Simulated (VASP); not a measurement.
# BSe (Fm-3m) in VASP: notebook, part 2 of 2

VASP 6.6.1. The steps go on from the part before.

## (4) Relaxation of cell and atoms, PBE

Input file INCAR:

```
SYSTEM = BSe
PREC     = Accurate       ! precision mode
ENCUT    = 600            ! plane-wave cutoff, eV
EDIFF    = 1E-6           ! SCF threshold, eV
ISMEAR   = 0              ! smearing method
SIGMA    = 0.1            ! smearing width, eV
LREAL    = .FALSE.        ! projectors in reciprocal space
LASPH    = .TRUE.         ! aspherical terms in the spheres
NELM     = 80             ! most SCF steps
ALGO     = Normal         ! electronic algorithm
ISIF     = 3              ! what is computed and relaxed
LWAVE    = .FALSE.        ! write WAVECAR
LCHARG   = .FALSE.        ! write CHGCAR
GGA      = PE             ! functional
IBRION   = 2              ! ionic algorithm
NSW      = 100            ! ionic steps
EDIFFG   = -0.005         ! ionic threshold
```

Input file KPOINTS:

```
regular mesh
0
G
  16 16 16
  0 0 0
```

Input file POSCAR:

```
BSe
1.0
    0.0000000000      2.3511654603      2.3511654603
    2.3511654603      0.0000000000      2.3511654603
    2.3511654603      2.3511654603      0.0000000000
B Se
1 1
Direct
    0.0000000000      0.0000000000      0.0000000000
    0.5000000000      0.5000000000      0.5000000000
```

Potentials or basis: VASP PAW PBE potentials, release 64 (B, Se).

Command:

```console
$ cat potpaw_PBE.64/B/POTCAR potpaw_PBE.64/Se/POTCAR > POTCAR
$ mpirun -np 1 vasp_std > vasp.out
```

OUTCAR:

```text
SYSTEM = BSe
   PREC = Accurate
   ENCUT = 600
   EDIFF = 1E-6
   ISMEAR = 0
   LREAL = .FALSE.
   LASPH = .TRUE.
   NELM = 80
   ISIF = 3
   GGA = PE
   IBRION = 2
   NSW = 100
   EDIFFG = -0.005

 ion  position               nearest neighbor table
   1  0.000  0.000  0.000-   2 2.35   2 2.35   2 2.35   2 2.35   2 2.35   2 2.35
   2  0.500  0.500  0.500-   1 2.35   1 2.35   1 2.35   1 2.35   1 2.35   1 2.35

  LATTYP: Found a face centered cubic cell.
 ALAT       =     4.7023309206

  Lattice vectors:

 A1 = (   0.0000000000,   2.3511654603,   2.3511654603)
 A2 = (   2.3511654603,   0.0000000000,   2.3511654603)
 A3 = (   2.3511654603,   2.3511654603,   0.0000000000)

Analysis of symmetry for initial positions (statically):
=====================================================================
 Subroutine PRICEL returns:
 Original cell was already a primitive cell.

 Routine SETGRP: Setting up the symmetry group for a
 face centered cubic supercell.

 Subroutine GETGRP returns: Found 48 space group operations
 (whereof 48 operations were pure point group operations)
 out of a pool of 48 trial point group operations.

The static configuration has the point symmetry O_h .

Analysis of symmetry for dynamics (positions and initial velocities):
=====================================================================
 Subroutine PRICEL returns:
 Original cell was already a primitive cell.

 Routine SETGRP: Setting up the symmetry group for a
 face centered cubic supercell.

 Subroutine GETGRP returns: Found 48 space group operations
 (whereof 48 operations were pure point group operations)
 out of a pool of 48 trial point group operations.

The dynamic configuration has the point symmetry O_h .

 Subroutine INISYM returns: Found 48 space group operations
 (whereof 48 operations are pure point group operations),
 and found     1 'primitive' translations

----------------------------------------------------------------------------------------

                                     Primitive cell

  volume of cell :      25.9944

  direct lattice vectors                    reciprocal lattice vectors
     0.000000000  2.351165460  2.351165460    -0.212660490  0.212660490  0.212660490
     2.351165460  0.000000000  2.351165460     0.212660490 -0.212660490  0.212660490
     2.351165460  2.351165460  0.000000000     0.212660490  0.212660490 -0.212660490

  length of vectors
     3.325050081  3.325050081  3.325050081     0.368338774  0.368338774  0.368338774

  position of ions in fractional coordinates (direct lattice)
     0.000000000  0.000000000  0.000000000
     0.500000000  0.500000000  0.500000000

  ion indices of the primitive-cell ions
   primitive index   ion index
                 1           1
                 2           2

----------------------------------------------------------------------------------------

 KPOINTS: regular mesh

Automatic generation of k-mesh.
 Grid dimensions read from file:
 generate k-points for:   16   16   16

 Generating k-lattice:

[... 46 lines left out ...]
   dimension x,y,z NGX =    28 NGY =   28 NGZ =   28
   dimension x,y,z NGXF=    56 NGYF=   56 NGZF=   56
   ions per type =               1   1
   NGX,Y,Z   is equivalent  to a cutoff of  14.00, 14.00, 14.00 a.u.
   NGXF,Y,Z  is equivalent  to a cutoff of  28.00, 28.00, 28.00 a.u.
 SYSTEM =  BSe
   PREC   = accura    normal or accurate (medium, high low for compatibility)
   ISTART =      0    job   : 0-new  1-cont  2-samecut
   ICHARG =      2    charge: 1-file 2-atom 10-const
   ISPIN  =      1    spin polarized calculation?
   LNONCOLLINEAR =      F non collinear calculations
   LSORBIT =      F    spin-orbit coupling
   LASPH  =      T    aspherical Exc in radial PAW
   ENCUT  =  600.0 eV  44.10 Ry    6.64 a.u.   6.64  6.64  6.64*2*pi/ulx,y,z
   NELM   =     80;   NELMIN=  2; NELMDL= -5     # of ELM steps
   EDIFF  = 0.1E-05   stopping-criterion for ELM
   LREAL  =      F    real-space projection
   EDIFFG = -.5E-02   stopping-criterion for IOM
   NSW    =    100    number of steps for IOM
   IBRION =      2    ionic relax: 0-MD 1-quasi-New 2-CG
   NFREE  =      1    steps in history (QN), initial steepest desc. (CG)
   ISIF   =      3    stress and relaxation
   ISYM   =      2    0-nonsym 1-usesym 2-fastsym
   POTIM  = 0.5000    time-step for ionic-motion
   TEBEG  =    0.0;   TEEND  =   0.0 temperature during run
   PSTRESS=    0.0 pullay stress
   NELECT =       9.0000    total number of electrons
   NUPDOWN=      -1.0000    fix difference up-down
   EMIN   =  10.00;   EMAX   =-10.00  energy-range for DOS
   EFERMI =   0.00;   METHOD = LEGACY
   ISMEAR =     0;   SIGMA  =   0.10  broadening in eV -4-tet -1-fermi 0-gaus
   EFERMI_NEDOS =   21; number of points for ismear=-14 and -15
   IALGO  =     38    algorithm
   IMIX   =      4    mixing-type and parameters
     AMIX     =   0.40;   BMIX     =  1.00
     AMIX_MAG =   1.60;   BMIX_MAG =  1.00
  volume/ion in A,a.u.               =      13.00        87.71
  Fermi-wavevector in a.u.,A,eV,Ry     =   1.149553  2.172341 17.979731  1.321473
  Thomas-Fermi vector in A             =   2.286222
   LORBIT       =      0    0 simple, 1 ext, 2 COOP (PROOUT), +10 PAW based schemes
   GGA     = PE    functional components
   LHFCALC =     F    Hartree Fock is set to
   AEXX    =    0.0000 exact exchange contribution
   IVDW    =     0    specifies the selected vdW correction
   LEPSILON=     F    determine dielectric tensor
   LRPA    =     F    only Hartree local field effects (RPA)
 conjugate gradient relaxation of ions
 non-spin polarized calculation
 Gauss-broadening in eV      SIGMA  =   0.10
  energy-cutoff  :      600.00
  volume of cell :       25.99
 maximum number of plane-waves:       893
   NGX = 13   NGY = 13   NGZ = 13

--------------------------------------- Ionic step        1  -------------------------------------------

 number of electron       9.0000000 magnetization

 Free energy of the ion-electron system (eV)
  ---------------------------------------------------
  ext. energy  EPLUGINS =         0.00000000
  ---------------------------------------------------
  free energy    TOTEN  =        -8.34486657 eV

  energy without entropy =       -8.34128519  energy(sigma->0) =       -8.34307588

------------------------ aborting loop because EDIFF is reached ----------------------------------------

  FORCE on cell =-STRESS in cart. coord.  units (eV):
  Direction    XX          YY          ZZ          XY          YZ          ZX
  --------------------------------------------------------------------------------------
  -------------------------------------------------------------------------------------
  Total        0.0519525      0.0519525      0.0519525      0.0000000      0.0000000      0.0000000
  in kB        3.2021168      3.2021168      3.2021168      0.0000000      0.0000000      0.0000000
  external PRESSURE =       3.2021168 kB  Pullay stress =       0.0000000 kB
[... 59 lines left out ...]
--------------------------------------- Ionic step        3  -------------------------------------------

 number of electron       9.0000000 magnetization

 Free energy of the ion-electron system (eV)
  ---------------------------------------------------
  ext. energy  EPLUGINS =         0.00000000
  ---------------------------------------------------
  free energy    TOTEN  =        -8.34493315 eV

  energy without entropy =       -8.34132812  energy(sigma->0) =       -8.34313063

 E-fermi :   7.1201     XC(G=0): -11.2494

 val. band max:        7.1152529236   @ k =  -0.3750   0.1875   0.0000
 cond. band min:       7.1393676379   @ k =  -0.4375   0.3125   0.1250
 fundamental gap:      0.0241147143
 Fermi energy:         7.1200753953

 k-point     1 :       0.0000    0.0000    0.0000
  band No.  band energies     occupation
      1     -10.1479      2.00000
      2       5.4561      2.00000
      3       5.4561      2.00000
      4       5.4561      2.00000
      5       7.3087      0.00764
      6      12.7528      0.00000
      7      12.7528      0.00000
      8      12.7528      0.00000
[... 243 lines left out ...]
 k-point    24 :      -0.0625    0.0625    0.0000
  band No.  band energies     occupation
      1      -9.9768      2.00000
      2       4.0667      2.00000
      3       5.0694      2.00000
      4       5.6411      2.00000
      5       8.3931      0.00000
      6      11.6189      0.00000
      7      12.0919      0.00000
      8      12.8938      0.00000

 [... further k-points ...]

------------------------ aborting loop because EDIFF is reached ----------------------------------------

  FORCE on cell =-STRESS in cart. coord.  units (eV):
  Direction    XX          YY          ZZ          XY          YZ          ZX
  --------------------------------------------------------------------------------------
  -------------------------------------------------------------------------------------
  Total       -0.0008550     -0.0008550     -0.0008550      0.0000000      0.0000000     -0.0000000
  in kB       -0.0525577     -0.0525577     -0.0525577      0.0000000      0.0000000     -0.0000000
  external PRESSURE =      -0.0525577 kB  Pullay stress =       0.0000000 kB
[... 17 lines left out ...]
  FREE ENERGIE OF THE ION-ELECTRON SYSTEM (eV)
  ---------------------------------------------------
  free  energy   TOTEN  =        -8.3449331465 eV

  energy  without entropy=       -8.3413281209  energy(sigma->0) =       -8.34313063

 reached required accuracy - stopping structural energy minimisation
```

Run time: 1.7 min. Hardware: 1 thread of Intel Xeon 8259CL, shared host; peak memory 0.2 GiB.

Results:

```
Free energy                           : -8.3449 eV
Relaxed volume                        : 13.03 Å³/atom
Relaxed cell                          : a = 3.328 Å, b = 3.328 Å, c = 3.328 Å, α = 60.00°, β = 60.00°, γ = 60.00°
Space group after relaxing (to 0.1 Å) : Fm-3m (No. 225)
Energy gained by relaxing             : 0.0 meV/atom
Ionic steps                           : 3
Pressure after relaxing               : 0.0 GPa
Band gap on the k mesh                : zero (an odd number of electrons rules out a gap without spin polarisation)
```

Final structure:
```cif
data_structure
_symmetry_space_group_name_H-M 'P 1'
_symmetry_Int_Tables_number 1
_cell_length_a 3.3280
_cell_length_b 3.3280
_cell_length_c 3.3280
_cell_angle_alpha 60.000
_cell_angle_beta 60.000
_cell_angle_gamma 60.000
_cell_volume 26.06
loop_
_atom_site_label
_atom_site_type_symbol
_atom_site_fract_x
_atom_site_fract_y
_atom_site_fract_z
_atom_site_occupancy
B1 B 0.00000 0.00000 0.00000 1
Se1 Se 0.50000 0.50000 0.50000 1
```

## (5) The runs side by side

| task | cell | cutoff (eV) | smearing | gap on the mesh (eV) | pressure (GPa) |
| --- | --- | --- | --- | --- | --- |
| single point | a = 3.327 Å, angles 60.0°, 2 atoms | 520 | gaussian 0.1 eV | none | 0.1 |
| single point | a = 3.328 Å, angles 60.0°, 2 atoms | 520 | fermi-dirac 0.15 eV | none | 0.1 |
| relaxation of cell and atoms | relaxed from a = 3.325 Å, angles 60.0°, 2 atoms | 600 | gaussian 0.1 eV | none | 0.0 |

Alike in all rows: level PBE; potentials or basis VASP PAW PBE potentials, release 64 (B, Se); no spin polarisation; k mesh 16 × 16 × 16.

Absolute energies hang on the potentials; compare differences alone.

The gap in the log of VASP goes by the Fermi energy; the results here count the filled bands.